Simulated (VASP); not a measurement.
The system is K3Pb2Au3.

```xyz
8
Lattice="3.2052 5.5516 0.0000 -3.2052 5.5516 0.0000 -3.2052 1.8505 7.1935" Properties=species:S:1:pos:R:3 pbc="T T T"
K     0.0000    3.7011    3.5967
K    -3.2052    5.5516    1.7545
K     0.0000    7.4021    5.4390
Au    0.0000    5.5516    0.0000
Au   -1.6026    2.7758    0.0000
Au    1.6026    2.7758    0.0000
Pb   -3.2052    5.5516    5.3325
Pb    0.0000    7.4021    1.8609
```

Base run:

| Property | Result |
| --- | --- |
| Program | VASP 6.6.1 |
| Functional | PBE |
| Potentials or basis | VASP PAW PBE potentials, release 64 (K_sv, Au, Pb_d) |
| Cutoff | 520 eV |
| k mesh | 4 × 4 × 4 |
| Occupations | fermi-dirac, width 0.1 eV |
| Spin | no spin polarisation |

Its results: band gap on the k mesh zero (band 44 reaches 3.78 eV, above the bottom of band 45 at 2.90 eV); pressure 4.4 GPa; largest force 2.757 eV/Å.

Q: The run is repeated on the same cell with these changes: functional from PBE to revPBE. What comes out?

A: Band gap on the k mesh zero (band 44 reaches 3.91 eV, above the bottom of band 45 at 3.02 eV); pressure 5.6 GPa; largest force 2.910 eV/Å.

revPBE binds less tightly than PBE, so the same cell stands under more pressure.

Caveats: spin-orbit coupling is left out, which moves the levels of the heavy elements; forces of over 1 eV/Å act on the atoms, so gaps and moduli don't describe the material at rest (some runs); the PAW data sets were made with another functional, which shifts forces and pressure a little (some runs).
